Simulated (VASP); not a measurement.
Wanted: the native input for a VASP 6.6.1 run.

| Quantity | Value |
| --- | --- |
| Task | single point |
| Functional | PBE |
| Potentials or basis | VASP PAW PBE potentials, release 64 (Au) |
| Cutoff | 500 eV |
| k mesh | 18 × 18 × 10 |
| Occupations | gaussian, width 0.15 eV |
| Spin | no spin polarisation |
| Dipole correction | no |
| Further INCAR settings | ALGO = Normal; EDIFF = 1e-06; NBANDS = 18 |

The structure of Au lies in POSCAR:

```
Au
1.0
    2.9169619367      0.0000000000      0.0000000000
   -1.4584809683      2.5261631390      0.0000000000
    0.0000000000      0.0000000000      4.8900308251
Au
2
Direct
    0.3333333333      0.6666666667      0.7500000000
    0.6666666667      0.3333333333      0.2500000000
```

These files were run (other wordings do the same):

INCAR

```
SYSTEM = Au
PREC     = Accurate       ! precision mode
ENCUT    = 500            ! plane-wave cutoff, eV
EDIFF    = 1E-6           ! SCF threshold, eV
ISMEAR   = 0              ! smearing method
SIGMA    = 0.15           ! smearing width, eV
LREAL    = .FALSE.        ! projectors in reciprocal space
LASPH    = .TRUE.         ! aspherical terms in the spheres
NELM     = 120            ! most SCF steps
ALGO     = Normal         ! electronic algorithm
ISIF     = 2              ! what is computed and relaxed
LWAVE    = .FALSE.        ! write WAVECAR
LCHARG   = .TRUE.         ! write CHGCAR
GGA      = PE             ! functional
LELF     = .TRUE.         ! ELF
LVHAR    = .TRUE.       
NBANDS   = 18             ! bands
GGA_COMPAT= .FALSE.
```

KPOINTS

```
regular mesh
0
G
  18 18 10
  0 0 0
```

Potentials or basis: VASP PAW PBE potentials, release 64 (Au).

Launch:

```sh
$ cat potpaw_PBE.64/Au/POTCAR > POTCAR
$ mpirun -np 1 vasp_std > vasp.out
```

It gave:

| Item | Value |
| --- | --- |
| Pressure | -0.2 GPa |
| Band gap on the k mesh | zero (band 11 reaches 12.58 eV, above the bottom of band 12 at 6.00 eV) |

Caveat: spin-orbit coupling is left out, which moves the levels of the heavy elements.

Wall time 52 s on 1 thread of AMD EPYC 9R45 96-Core Processor (Zen 5), with other jobs on the host, peak memory 0.21 GiB.
